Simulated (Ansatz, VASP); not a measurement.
**Tc: VASP beside Ansatz**

File INCAR:

```
SYSTEM = Tc
ALGO = Fast ; EDIFF = 1E-6
ENCUT = 520 ; GGA = PS
ISIF = 2 ; ISMEAR = -1
LASPH = .True. ; LCHARG = .True.
LELF = .True. ; LREAL = .False.
LVHAR = .True. ; LWAVE = .False.
NBANDS = 20 ; NELM = 80
PREC = Accurate ; SIGMA = 0.05
```

File KPOINTS:

```
k-points
0
Gamma
  11 11 6
  0 0 0
```

File POSCAR:

```
Tc
1.0
    2.7760567665      0.0000000000      0.0000000000
   -1.3880283832      2.4041356821      0.0000000000
    0.0000000000      0.0000000000      4.4558750580
Tc
2
Direct
    0.6666666667      0.3333333333      0.7500000000
    0.3333333333      0.6666666667      0.2500000000
```

File input.yaml:

```yaml
crystal:
  lattice:
    - [2.7760567665, 0.0, 0.0]
    - [-1.3880283832, 2.4041356821, 0.0]
    - [0.0, 0.0, 4.455875058]
  atoms:
    - { symbol: Tc, position: [0.6666666667, 0.3333333333, 0.75] }
    - { symbol: Tc, position: [0.3333333333, 0.6666666667, 0.25] }
hamiltonian:
  xc: pbesol
  pseudopotentials: { kind: paw }
kpoints:
  mp_grid: { grid: [11, 11, 6] }
scf:
  occupations: { method: fermi_dirac, width: 0.05 }
output:
  forces: true
  stress: true
  eigenvalues: true
```

Alike in both runs: task single point; functional PBEsol; k mesh 11 × 11 × 6; occupations fermi-dirac, width 0.05 eV; no spin polarisation.

```csv
,VASP,Ansatz
version,VASP 6.6.1,Ansatz 0.2.0
potentials or method,"VASP PAW PBE potentials, release 64 (Tc_pv)",Ansatz PAW earlier set
plane-wave cutoff (eV),520,500
valence electrons in the cell,26,30
```

VASP gave:

| Property | Result |
| --- | --- |
| gap on the k mesh at the Fermi level (eV) | none |
| pressure (GPa) | -17.8 |
| traceless stress, the component that is largest in VASP (GPa) | -0.16 |

Q: Estimate Ansatz's values.

A: gap on the k mesh at the Fermi level (eV): none; pressure (GPa): -17.2; traceless stress, the component that is largest in VASP (GPa): -0.16.

VASP's potentials were made for PBE, not for PBEsol. A gap of «none» marks a metal or a gap that the smearing closes. The functional is the same, so the differences come from potentials, cutoffs and numerics. VASP's potentials hold 26 valence electrons a cell and Ansatz's 30, so a difference there can come from the potentials and not from the codes.
